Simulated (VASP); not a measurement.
A run of VASP 6.6.1 is set up as follows.

The input INCAR:

```
ALGO = Normal ; EDIFF = 1E-6
ENCUT = 700 ; GGA = PS
GGA_COMPAT = False ; ISIF = 2
ISMEAR = -1 ; ISPIN = 2
LASPH = True ; LCHARG = False
LMAXMIX = 4 ; LORBIT = 11
LREAL = False ; LWAVE = False
MAGMOM = 3 0 ; NBANDS = 22
NELM = 200 ; PREC = Accurate
SIGMA = 0.05
```

The input KPOINTS:

```
k-points
0
Gamma
  11 11 11
```

POSCAR

```
FeO
1.0
    1.5288796120      0.8826990556      2.5362637132
   -1.5288796120      0.8826990556      2.5362637132
    0.0000000000     -1.7653981111      2.5362637132
Fe O
1 1
Direct
    0.0000000000      0.0000000000      0.0000000000
    0.5000000000      0.5000000000      0.5000000000
```

Potentials or basis: VASP PAW PBE potentials, release 64 (Fe_sv, O).

Command:

```sh
$ cat potpaw_PBE.64/Fe_sv/POTCAR potpaw_PBE.64/O/POTCAR > POTCAR
$ mpirun -np 1 vasp_std > vasp.out
```

(1) What does it give for the site moments?

(2) Predict the net moment.

Results:

(1) Fe +3.47; O +0.29 μB.

(2) 4.00 μB per cell.

Caveat: the cell stands under tension; a cell with one magnetic atom can't hold antiferromagnetic order, which such compounds often take.
